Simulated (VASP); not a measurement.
# BaHg (Pm-3m) in VASP: a series of runs

Runs on BaHg. Level: LDA. Tasks: single point.

All numbers are computed with VASP 6.6.1; they aren't measurements. Logs are shortened: lines on timing, memory, paths and dates and some standing lists are left out, and cuts for length are marked.

## 1. The cell of the first run

The structure is cubic, space group Pm-3m (No. 221). The conventional cell has a = 4.179 Å, b = 4.179 Å, c = 4.179 Å, α = 90.00°, β = 90.00°, γ = 90.00°. Within 4.8 Å of Ba (site symmetry m-3m) lie 8 Hg at 3.62 Å and 6 Ba at 4.18 Å. Within 4.8 Å of Hg (site symmetry m-3m) lie 8 Ba at 3.62 Å and 6 Hg at 4.18 Å.

## 2. Single point, LDA

INCAR reads:

```
SYSTEM = BaHg
  ALGO = Normal
  EDIFF = 1E-7
  ENCUT = 520
  GGA = CA
  ISIF = 2
  ISMEAR = -1
  LASPH = .True.
  LCHARG = .False.
  LREAL = .False.
  LWAVE = .False.
  NBANDS = 18
  NELM = 80
  PREC = Accurate
  SIGMA = 0.1
```

KPOINTS reads:

```
k-points
0
Gamma
  6 6 6
  0 0 0
```

POSCAR reads:

```
BaHg
1.0
    4.1787600000      0.0000000000      0.0000000000
    0.0000000000      4.1787600000      0.0000000000
    0.0000000000      0.0000000000      4.1787600000
Ba Hg
1 1
Direct
    0.0000000000      0.0000000000      0.0000000000
    0.5000000000      0.5000000000      0.5000000000
```

Potentials or basis: VASP PAW LDA potentials, release 64 (Ba_sv, Hg).

The run is started by

```
$ cat potpaw_LDA.64/Ba_sv/POTCAR potpaw_LDA.64/Hg/POTCAR > POTCAR
$ mpirun -np 1 vasp_std > vasp.out
```

OUTCAR:

```text
SYSTEM = BaHg
   EDIFF = 1E-7
   ENCUT = 520
   GGA = CA
   ISIF = 2
   ISMEAR = -1
   LASPH = .True.
   LREAL = .False.
   NELM = 80
   PREC = Accurate

 ion  position               nearest neighbor table
   1  0.000  0.000  0.000-   2 3.62   2 3.62   2 3.62   2 3.62   2 3.62   2 3.62   2 3.62   2 3.62

   2  0.500  0.500  0.500-   1 3.62   1 3.62   1 3.62   1 3.62   1 3.62   1 3.62   1 3.62   1 3.62

  LATTYP: Found a simple cubic cell.
 ALAT       =     4.1787600000

  Lattice vectors:

 A1 = (   4.1787600000,   0.0000000000,   0.0000000000)
 A2 = (   0.0000000000,   4.1787600000,   0.0000000000)
 A3 = (   0.0000000000,   0.0000000000,   4.1787600000)

Analysis of symmetry for initial positions (statically):
=====================================================================
 Subroutine PRICEL returns:
 Original cell was already a primitive cell.

 Routine SETGRP: Setting up the symmetry group for a
 simple cubic supercell.

 Subroutine GETGRP returns: Found 48 space group operations
 (whereof 48 operations were pure point group operations)
 out of a pool of 48 trial point group operations.

The static configuration has the point symmetry O_h .

Analysis of symmetry for dynamics (positions and initial velocities):
=====================================================================
 Subroutine PRICEL returns:
 Original cell was already a primitive cell.

 Routine SETGRP: Setting up the symmetry group for a
 simple cubic supercell.

 Subroutine GETGRP returns: Found 48 space group operations
 (whereof 48 operations were pure point group operations)
 out of a pool of 48 trial point group operations.

The dynamic configuration has the point symmetry O_h .

 Subroutine INISYM returns: Found 48 space group operations
 (whereof 48 operations are pure point group operations),
 and found     1 'primitive' translations

----------------------------------------------------------------------------------------

                                     Primitive cell

  volume of cell :      72.9697

  direct lattice vectors                    reciprocal lattice vectors
     4.178760000  0.000000000  0.000000000     0.239305440  0.000000000  0.000000000
     0.000000000  4.178760000  0.000000000     0.000000000  0.239305440  0.000000000
     0.000000000  0.000000000  4.178760000     0.000000000  0.000000000  0.239305440

  length of vectors
[... 72 lines left out ...]
   LNONCOLLINEAR =      F non collinear calculations
   LSORBIT =      F    spin-orbit coupling
   LASPH  =      T    aspherical Exc in radial PAW
   ENCUT  =  520.0 eV  38.22 Ry    6.18 a.u.   7.77  7.77  7.77*2*pi/ulx,y,z
   NELM   =     80;   NELMIN=  2; NELMDL= -5     # of ELM steps
   EDIFF  = 0.1E-06   stopping-criterion for ELM
   LREAL  =      F    real-space projection
   EDIFFG = 0.1E-05   stopping-criterion for IOM
   NSW    =      0    number of steps for IOM
   IBRION =     -1    ionic relax: 0-MD 1-quasi-New 2-CG
   NFREE  =      0    steps in history (QN), initial steepest desc. (CG)
   ISIF   =      2    stress and relaxation
   ISYM   =      2    0-nonsym 1-usesym 2-fastsym
   POTIM  = 0.5000    time-step for ionic-motion
   TEBEG  =    0.0;   TEEND  =   0.0 temperature during run
   PSTRESS=    0.0 pullay stress
   NELECT =      22.0000    total number of electrons
   NUPDOWN=      -1.0000    fix difference up-down
   EMIN   =  10.00;   EMAX   =-10.00  energy-range for DOS
   EFERMI =   0.00;   METHOD = LEGACY
   ISMEAR =    -1;   SIGMA  =   0.10  broadening in eV -4-tet -1-fermi 0-gaus
   EFERMI_NEDOS =   21; number of points for ismear=-14 and -15
   IALGO  =     38    algorithm
   IMIX   =      4    mixing-type and parameters
     AMIX     =   0.40;   BMIX     =  1.00
     AMIX_MAG =   1.60;   BMIX_MAG =  1.00
  volume/ion in A,a.u.               =      36.48       246.21
  Fermi-wavevector in a.u.,A,eV,Ry     =   1.097745  2.074438 16.395632  1.205045
  Thomas-Fermi vector in A             =   2.234111
   LORBIT       =      0    0 simple, 1 ext, 2 COOP (PROOUT), +10 PAW based schemes
   GGA     = CA    functional components
   LHFCALC =     F    Hartree Fock is set to
   AEXX    =    0.0000 exact exchange contribution
   IVDW    =     0    specifies the selected vdW correction
   LEPSILON=     F    determine dielectric tensor
   LRPA    =     F    only Hartree local field effects (RPA)
 non-spin polarized calculation
  energy-cutoff  :      520.00
  volume of cell :       72.97
 maximum number of plane-waves:      1984
 NGX is ok and might be reduce to    32
   NGX = 15   NGY = 15   NGZ = 15

 number of electron      21.9999999 magnetization

 Free energy of the ion-electron system (eV)
  ---------------------------------------------------
  ext. energy  EPLUGINS =         0.00000000
  ---------------------------------------------------
  free energy    TOTEN  =        -4.36484960 eV

  energy without entropy =       -4.32450428  energy(sigma->0) =       -4.34467694

 E-fermi :   2.3437     XC(G=0):  -9.3538

 val. band max:        2.1295394277   @ k =   0.3333   0.3333   0.1667
 cond. band min:       2.3644421949   @ k =   0.5000   0.5000   0.1667
 fundamental gap:      0.2349027673
 Fermi energy:         2.3436735077

 k-point     1 :       0.0000    0.0000    0.0000
  band No.  band energies     occupation
      1     -25.9932      2.00000
      2     -11.0225      2.00000
      3     -11.0225      2.00000
      4     -11.0225      2.00000
      5      -4.8291      2.00000
      6      -4.8291      2.00000
[... 397 lines left out ...]
      5      -4.6286      2.00000
      6      -4.6286      2.00000
[... 10 lines left out ...]
     17       8.5690      0.00000
     18       8.5690      0.00000

------------------------ aborting loop because EDIFF is reached ----------------------------------------

  FORCE on cell =-STRESS in cart. coord.  units (eV):
  Direction    XX          YY          ZZ          XY          YZ          ZX
  --------------------------------------------------------------------------------------
  -------------------------------------------------------------------------------------
  Total       -1.1134625     -1.1134625     -1.1134625      0.0000000      0.0000000      0.0000000
  in kB      -24.4480312    -24.4480312    -24.4480312      0.0000000      0.0000000      0.0000000
  external PRESSURE =     -24.4480312 kB  Pullay stress =       0.0000000 kB

 VOLUME and BASIS-vectors are now :
 -----------------------------------------------------------------------------
  energy-cutoff  :      520.00
  volume of cell :       72.97
      direct lattice vectors                 reciprocal lattice vectors
     4.178760000  0.000000000  0.000000000     0.239305440  0.000000000  0.000000000
     0.000000000  4.178760000  0.000000000     0.000000000  0.239305440  0.000000000
     0.000000000  0.000000000  4.178760000     0.000000000  0.000000000  0.239305440

 POSITION                                       TOTAL-FORCE (eV/Angst)
 -----------------------------------------------------------------------------------
      0.00000      0.00000      0.00000         0.000000      0.000000      0.000000
      2.08938      2.08938      2.08938         0.000000      0.000000      0.000000
 -----------------------------------------------------------------------------------
    total drift:                                0.000000      0.000000     -0.000000

  FREE ENERGIE OF THE ION-ELECTRON SYSTEM (eV)
  ---------------------------------------------------
  free  energy   TOTEN  =        -4.3648496029 eV

  energy  without entropy=       -4.3245042792  energy(sigma->0) =       -4.34467694
```

OSZICAR:

```text
N       E                     dE             d eps       ncg     rms          rms(c)
DAV:   1     0.145065898834E+03    0.14507E+03   -0.10294E+04   720   0.110E+03
DAV:   2     0.215046050076E+01   -0.14292E+03   -0.13620E+03   818   0.251E+02
DAV:   3    -0.450173550012E+01   -0.66522E+01   -0.65931E+01   942   0.542E+01
DAV:   4    -0.460807752428E+01   -0.10634E+00   -0.10627E+00   908   0.527E+00
DAV:   5    -0.460978944527E+01   -0.17119E-02   -0.17113E-02   922   0.534E-01    0.366E+00
DAV:   6    -0.437825090430E+01    0.23154E+00   -0.75864E-01   772   0.617E+00    0.196E+00
DAV:   7    -0.436859289232E+01    0.96580E-02   -0.38340E-02   816   0.108E+00    0.116E+00
DAV:   8    -0.436487974513E+01    0.37131E-02   -0.54255E-03   880   0.694E-01    0.128E-01
DAV:   9    -0.436484895836E+01    0.30787E-04   -0.28549E-04   866   0.123E-01    0.460E-02
DAV:  10    -0.436484879828E+01    0.16007E-06   -0.38978E-05  1048   0.330E-02    0.856E-03
DAV:  11    -0.436484971806E+01   -0.91978E-06   -0.46217E-06   860   0.129E-02    0.347E-03
DAV:  12    -0.436484960529E+01    0.11277E-06   -0.61161E-07   764   0.435E-03    0.114E-03
DAV:  13    -0.436484960288E+01    0.24086E-08   -0.24540E-08   424   0.827E-04
   1 F= -.43648496E+01 E0= -.43446769E+01  d E =-.403453E-01
```

Run time: 7.8 s. Hardware: 1 thread of Intel Xeon 6975P-C (Granite Rapids), shared host; peak memory 0.16 GiB.

What came out:

```
Free energy            : -4.3648 eV
Pressure               : -2.4 GPa
Band gap on the k mesh : zero (band 11 reaches 3.21 eV, above the bottom of band 12 at 1.16 eV)
```

Caveat: spin-orbit coupling is left out, which moves the levels of the heavy elements.

## 3. Single point, LDA

INCAR reads:

```
ALGO     = Normal         # electronic algorithm
EDIFF    = 1E-6           # SCF threshold, eV
ENCUT    = 520            # plane-wave cutoff, eV
ISIF     = 2              # what is computed and relaxed
ISMEAR   = -1             # smearing method
LASPH    = T              # aspherical terms in the spheres
LCHARG   = T              # write CHGCAR
LELF     = T              # ELF
LREAL    = F              # projectors in reciprocal space
LVHAR    = T            
LWAVE    = F              # write WAVECAR
NBANDS   = 18             # bands
NELM     = 80             # most SCF steps
PREC     = Accurate       # precision mode
SIGMA    = 0.1            # smearing width, eV
```

KPOINTS reads:

```
k-points
0
Gamma
  6 6 6
```

POSCAR is that of step 2.

Potentials or basis: VASP PAW LDA potentials, release 64 (Ba_sv, Hg).

The run is started by

```
$ cat potpaw_LDA.64/Ba_sv/POTCAR potpaw_LDA.64/Hg/POTCAR > POTCAR
$ mpirun -np 1 vasp_std > vasp.out
```

OUTCAR:

```text
EDIFF = 1E-6
   ENCUT = 520
   ISIF = 2
   ISMEAR = -1
   LASPH = T
   LREAL = F
   NELM = 80
   PREC = Accurate

 ion  position               nearest neighbor table
   1  0.000  0.000  0.000-   2 3.62   2 3.62   2 3.62   2 3.62   2 3.62   2 3.62   2 3.62   2 3.62

   2  0.500  0.500  0.500-   1 3.62   1 3.62   1 3.62   1 3.62   1 3.62   1 3.62   1 3.62   1 3.62

  LATTYP: Found a simple cubic cell.
 ALAT       =     4.1787600000

  Lattice vectors:

 A1 = (   4.1787600000,   0.0000000000,   0.0000000000)
 A2 = (   0.0000000000,   4.1787600000,   0.0000000000)
 A3 = (   0.0000000000,   0.0000000000,   4.1787600000)

Analysis of symmetry for initial positions (statically):
=====================================================================
 Subroutine PRICEL returns:
 Original cell was already a primitive cell.

 Routine SETGRP: Setting up the symmetry group for a
 simple cubic supercell.

 Subroutine GETGRP returns: Found 48 space group operations
 (whereof 48 operations were pure point group operations)
 out of a pool of 48 trial point group operations.

The static configuration has the point symmetry O_h .

[... 151 lines left out ...]
  free energy    TOTEN  =        -4.36484971 eV

  energy without entropy =       -4.32450698  energy(sigma->0) =       -4.34467835

 E-fermi :   2.3437     XC(G=0):  -9.3538

 val. band max:        2.1295713247   @ k =   0.3333   0.3333   0.1667
 cond. band min:       2.3645185078   @ k =   0.5000   0.5000   0.1667
 fundamental gap:      0.2349471831
 Fermi energy:         2.3437363903

 k-point     1 :       0.0000    0.0000    0.0000
  band No.  band energies     occupation
      1     -25.9939      2.00000
      2     -11.0230      2.00000
      3     -11.0230      2.00000
      4     -11.0230      2.00000
      5      -4.8284      2.00000
      6      -4.8284      2.00000
[... 397 lines left out ...]
      5      -4.6278      2.00000
      6      -4.6278      2.00000
[... 10 lines left out ...]
     17       8.5687      0.00000
     18       8.5687      0.00000

------------------------ aborting loop because EDIFF is reached ----------------------------------------

  FORCE on cell =-STRESS in cart. coord.  units (eV):
  Direction    XX          YY          ZZ          XY          YZ          ZX
  --------------------------------------------------------------------------------------
  -------------------------------------------------------------------------------------
  Total       -1.1183251     -1.1183251     -1.1183251      0.0000000      0.0000000      0.0000000
  in kB      -24.5547985    -24.5547985    -24.5547985      0.0000000      0.0000000      0.0000000
  external PRESSURE =     -24.5547985 kB  Pullay stress =       0.0000000 kB

 VOLUME and BASIS-vectors are now :
 -----------------------------------------------------------------------------
  energy-cutoff  :      520.00
  volume of cell :       72.97
      direct lattice vectors                 reciprocal lattice vectors
     4.178760000  0.000000000  0.000000000     0.239305440  0.000000000  0.000000000
     0.000000000  4.178760000  0.000000000     0.000000000  0.239305440  0.000000000
     0.000000000  0.000000000  4.178760000     0.000000000  0.000000000  0.239305440

 POSITION                                       TOTAL-FORCE (eV/Angst)
 -----------------------------------------------------------------------------------
      0.00000      0.00000      0.00000         0.000000      0.000000      0.000000
      2.08938      2.08938      2.08938         0.000000      0.000000      0.000000
 -----------------------------------------------------------------------------------
    total drift:                                0.000000      0.000000     -0.000000

  FREE ENERGIE OF THE ION-ELECTRON SYSTEM (eV)
  ---------------------------------------------------
  free  energy   TOTEN  =        -4.3648497126 eV

  energy  without entropy=       -4.3245069794  energy(sigma->0) =       -4.34467835
```

OSZICAR:

```text
N       E                     dE             d eps       ncg     rms          rms(c)
DAV:   1     0.145065898834E+03    0.14507E+03   -0.10294E+04   720   0.110E+03
DAV:   2     0.215046050076E+01   -0.14292E+03   -0.13620E+03   818   0.251E+02
DAV:   3    -0.450173550012E+01   -0.66522E+01   -0.65931E+01   942   0.542E+01
DAV:   4    -0.460807752428E+01   -0.10634E+00   -0.10627E+00   908   0.527E+00
DAV:   5    -0.460978944527E+01   -0.17119E-02   -0.17113E-02   922   0.534E-01    0.366E+00
DAV:   6    -0.437825090430E+01    0.23154E+00   -0.75864E-01   772   0.617E+00    0.196E+00
DAV:   7    -0.436859289232E+01    0.96580E-02   -0.38340E-02   816   0.108E+00    0.116E+00
DAV:   8    -0.436487974513E+01    0.37131E-02   -0.54255E-03   880   0.694E-01    0.128E-01
DAV:   9    -0.436484895836E+01    0.30787E-04   -0.28549E-04   866   0.123E-01    0.460E-02
DAV:  10    -0.436484879828E+01    0.16007E-06   -0.38978E-05  1048   0.330E-02    0.856E-03
DAV:  11    -0.436484971257E+01   -0.91429E-06   -0.45678E-06   728   0.129E-02
   1 F= -.43648497E+01 E0= -.43446783E+01  d E =-.403427E-01
```

stdout:

```text
POSCAR found type information on POSCAR BaHg
 POSCAR found :  2 types and       2 ions
 scaLAPACK will be used
 LDA part: xc-table for (Slater(with rela. corr.)+CA(PZ))
 , standard interpolation
 POSCAR, INCAR and KPOINTS ok, starting setup
 FFT: planning ... GRIDC
 FFT: planning ... GRID_SOFT
 FFT: planning ... GRID
 WAVECAR not read
 entering main loop
```

Run time: 8.3 s. Hardware: 1 thread of Intel Xeon 6975P-C (Granite Rapids), shared host; peak memory 0.16 GiB.

Results:

```
Free energy            : -4.3648 eV
Pressure               : -2.5 GPa
Band gap on the k mesh : zero (band 11 reaches 3.21 eV, above the bottom of band 12 at 1.16 eV)
```

Caveat: spin-orbit coupling is left out, which moves the levels of the heavy elements.
